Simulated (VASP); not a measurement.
Runs of VASP 6.6.1 on MgCd2TeSe2. The structure is that of space group P-3m1 (No. 164), or close to it. The cells are those of the table. 

| task | cell | k mesh | cutoff (eV) | gap on the mesh (eV) | pressure (GPa) | largest force (eV/Å) |
| --- | --- | --- | --- | --- | --- | --- |
| single point | a = 4.587, b = 4.587, c = 7.621 Å, angles 90.0, 90.0, 120.0°, 6 atoms | 6 × 6 × 2 | 520 | none | 6.7 | (a) |
| single point | a = 4.086, b = 4.086, c = 10.140 Å, angles 90.0, 90.0, 120.0°, 6 atoms | 12 × 12 × 4 | 520 | none | (b) | 0.04 |
| relaxation of cell and atoms | relaxed from a = 4.587, b = 4.587, c = 7.621 Å, angles 90.0, 90.0, 120.0°, 6 atoms | 6 × 6 × 2 | 600 | none | 0.0 | 0.03 |
| single point | a = 4.093, b = 4.093, c = 10.103 Å, angles 90.0, 90.0, 120.0°, 6 atoms | 6 × 6 × 2 | 520 | none | 0.2 | 0.03 |

Alike in all rows: level PBE; potentials or basis VASP PAW PBE potentials, release 64 (Mg, Cd, Te, Se); no spin polarisation; smearing gaussian 0.1 eV.

**Question.** Estimate the missing entries.

**Answer.** (a) 0.75; (b) 0.1.

Caveats: some runs use coarse meshes; spin-orbit coupling is left out, which moves the levels of the heavy elements.

A k mesh can miss the band edges, and the runs leave out spin-orbit coupling on Cd, Se, Te.

A gap of «none» marks levels without a gap at the run's occupations.
